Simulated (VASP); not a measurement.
Write the native input for VASP 6.6.1 that does the following.

| Property | Result |
| --- | --- |
| Task | single point |
| Functional | PBEsol |
| Potentials or basis | VASP PAW PBE potentials, release 64 (Si, C) |
| Cutoff | 520 eV |
| k mesh | 10 × 10 × 10 |
| Occupations | gaussian, width 0.05 eV |
| Spin | no spin polarisation |
| Dipole correction | no |
| Further INCAR settings | ALGO = Normal; EDIFF = 1e-06; NBANDS = 11 |

The structure of SiC lies in POSCAR:

```
SiC
1.0
    0.0000000000      2.1783945700      2.1783945700
    2.1783945700      0.0000000000      2.1783945700
    2.1783945700      2.1783945700      0.0000000000
Si C
1 1
Direct
   -0.0023558598      0.0070675794      0.0023558598
    0.7555086439      0.7334740682      0.7444913561
```

This cell differs from its parent crystal: mode 4 frozen in at -0.048 Å and mode 5 at -0.024 Å (largest displacements).

The input as run:

INCAR

```
  PREC = Accurate
  ENCUT = 520
  EDIFF = 1E-6
  ISMEAR = 0
  SIGMA = 0.05
  LREAL = F
  LASPH = T
  NELM = 80
  ALGO = Normal
  ISIF = 2
  LWAVE = F
  LCHARG = T
  GGA = PS
  LELF = T
  LVHAR = T
  NBANDS = 11
```

KPOINTS

```
Automatic mesh
0
Gamma
  10 10 10
```

Potentials or basis: VASP PAW PBE potentials, release 64 (Si, C).

The run is started by

```bash
$ cat potpaw_PBE.64/Si/POTCAR potpaw_PBE.64/C/POTCAR > POTCAR
$ mpirun -np 1 vasp_std > vasp.out
```

Results of the run:

The pressure is 1.1 GPa. The largest force is 1.481 eV/Å and the band gap on the k mesh is 0.87 eV, indirect (least direct gap 4.27 eV).

Caveat: the cell differs from its parent crystal (mode 4 frozen in at -0.048 Å and mode 5 at -0.024 Å (largest displacements)); the PAW data sets were made with another functional, which shifts forces and pressure a little.

It took 25 s on 1 thread of Intel(R) Xeon(R) 6975P-C (Granite Rapids), on a shared host, peak memory 0.22 GiB.
